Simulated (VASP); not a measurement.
Set up this calculation in VASP 6.6.1, as the native input.

```
Task                   : single point
Functional             : PBE
Potentials or basis    : VASP PAW PBE potentials, release 64 (Bi_d, Te, O)
Cutoff                 : 520 eV
k mesh                 : 4 × 4 × 4
Occupations            : gaussian, width 0.1 eV
Spin                   : no spin polarisation
Dipole correction      : no
Further INCAR settings : ALGO = Normal; EDIFF = 1e-06; NBANDS = 32
```

The structure of Bi2Te2O lies in POSCAR:

```
Bi2Te2O
1.0
   -3.1011902200      3.1011902200      5.1838574322
    3.1011902200     -3.1011902200      5.1838574322
    3.1011902200      3.1011902200     -5.1838574322
Bi Te O
2 2 1
Direct
    0.7966699562      0.7966699562      0.0000000000
    0.2033300438      0.2033300438      0.0000000000
    0.5000000000      0.5000000000      0.0000000000
    0.2500000000      0.7500000000      0.5000000000
    0.0000000000      0.0000000000      0.0000000000
```

The cell was built from a structure type or drawn by symmetry, and may not be a known phase.

One way to write it, as run:

INCAR

```
SYSTEM = Bi2Te2O
PREC = Accurate
ENCUT = 520
EDIFF = 1E-6
ISMEAR = 0
SIGMA = 0.1
LREAL = .False.
LASPH = .True.
NELM = 100
ALGO = Normal
ISIF = 2
LWAVE = .False.
LCHARG = .True.
GGA = PE
LELF = .True.
LVHAR = .True.
NBANDS = 32
```

KPOINTS

```
Automatic mesh
0
Gamma
  4 4 4
  0 0 0
```

Potentials or basis: VASP PAW PBE potentials, release 64 (Bi_d, Te, O).

Command:

```sh
$ cat potpaw_PBE.64/Bi_d/POTCAR potpaw_PBE.64/Te/POTCAR potpaw_PBE.64/O/POTCAR > POTCAR
$ mpirun -np 1 vasp_std > vasp.out
```

Results of the run:

```yaml
Pressure: 0.0 GPa
Largest_force: 0.061 eV/Å
Band_gap_on_the_k_mesh: zero (bands 24 and 25 overlap by 0.40 eV)
```

Caveat: spin-orbit coupling is left out, which moves the levels of the heavy elements.

It took 2 min on 1 thread of AMD EPYC 7R13 Processor (Zen 3) (shared host), peak memory 0.39 GiB.
